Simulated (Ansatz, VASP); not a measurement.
MgO in VASP and in Ansatz

INCAR

```
SYSTEM = MgO
PREC = Accurate ; ENCUT = 600
EDIFF = 1E-6 ; ISMEAR = 0
SIGMA = 0.02 ; LREAL = .False.
LASPH = .True. ; NELM = 100
ALGO = Normal ; ISIF = 3
LWAVE = .False. ; LCHARG = .False.
GGA = PE ; IBRION = 2
NSW = 100 ; EDIFFG = -0.01
```

The input KPOINTS:

```
Automatic mesh
0
Gamma
  10 10 10
  0 0 0
```

File POSCAR:

```
MgO
1.0
    0.0000000000      2.1266795358      2.1266795358
    2.1266795358      0.0000000000      2.1266795358
    2.1266795358      2.1266795358      0.0000000000
Mg O
1 1
Direct
    0.0000000000      0.0000000000      0.0000000000
    0.5000000000      0.5000000000      0.5000000000
```

Input for Ansatz:

```yaml
crystal:
  lattice:
    - [0.0, 2.1266795358, 2.1266795358]
    - [2.1266795358, 0.0, 2.1266795358]
    - [2.1266795358, 2.1266795358, 0.0]
  atoms:
    - { symbol: Mg, position: [0.0, 0.0, 0.0] }
    - { symbol: O, position: [0.5, 0.5, 0.5] }
basis:
  ecutwfc: 420
kpoints:
  mp_grid: { grid: [10, 10, 10] }
hamiltonian:
  xc: pbe
scf:
  occupations: { method: gaussian, width: 0.02 }
output:
  forces: true
  stress: true
  eigenvalues: true
  write_density: true
  write_potential: true
  elf: true
  volumetric_format: npy
relax:
  adjacent_minimum: "off"
  f_tol: 0.01
  max_steps: 80
  cell: { stress_tol: 0.05 }
```

Alike in both runs: task relaxation of cell and atoms; functional PBE; k mesh 10 × 10 × 10; occupations gaussian, width 0.02 eV; no spin polarisation.

```csv
,VASP,Ansatz
version,VASP 6.6.1,Ansatz 0.2.0
potentials or method,"VASP PAW PBE potentials, release 64 (Mg, O), cutoff 600 eV","scalar-relativistic, plane waves, PAW"
valence electrons in the cell,8,16
```

|  | VASP | Ansatz | Ansatz less VASP |
| --- | --- | --- | --- |
| gap on the k mesh at the Fermi level, each at its own relaxed structure (eV) | 4.51 | 4.46 | -0.042 |
| relaxed volume (Å³/atom) | 9.56 | 9.62 | +0.059 |
| relaxed cell length with the largest relative difference (Å) | 3.001 | 3.008 | +0.0061 |

VASP's potentials hold 8 valence electrons a cell and Ansatz's 16, so a difference there can come from the potentials and not from the codes.
